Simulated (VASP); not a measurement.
Input of a VASP 6.6.1 run:

INCAR

```
  ALGO = Fast
  EDIFF = 1E-7
  ENCUT = 520
  GGA = PS
  ISIF = 2
  ISMEAR = 0
  LASPH = True
  LCHARG = True
  LELF = True
  LREAL = False
  LVHAR = True
  LWAVE = False
  NBANDS = 18
  NELM = 80
  PREC = Accurate
  SIGMA = 0.1
```

KPOINTS

```
k-points
0
Gamma
  18 18 8
```

POSCAR

```
Al3Cu
1.0
    2.7727338027      0.0000000000      0.0000000000
    0.0000000000      2.7727338027      0.0000000000
    0.0000000000      0.0000000000      7.6789866823
Al Cu
3 1
Direct
    0.0000000000      0.0000000000      0.5000000000
    0.5000000000      0.5000000000      0.2206884218
    0.5000000000      0.5000000000      0.7793115782
    0.0000000000      0.0000000000      0.0000000000
```

Potentials or basis: VASP PAW PBE potentials, release 64 (Al, Cu).

The run is started by

```bash
$ cat potpaw_PBE.64/Al/POTCAR potpaw_PBE.64/Cu/POTCAR > POTCAR
$ mpirun -np 1 vasp_std > vasp.out
```

What does it give for the pressure?

-0.3 GPa.

Estimate the band gap on the k mesh.

zero (bands 10 and 11 overlap by 5.79 eV).

Estimate the largest force.

0.070 eV/Å.

Stress tensor (GPa, compression positive):
```
 0.51  0.00  0.00
 0.00  0.51  0.00
 0.00  0.00 -1.82
```

Caveat: the cell differs from its parent crystal (uniaxial strain along c: +1.0 %); the PAW data sets were made with another functional, which shifts forces and pressure a little.
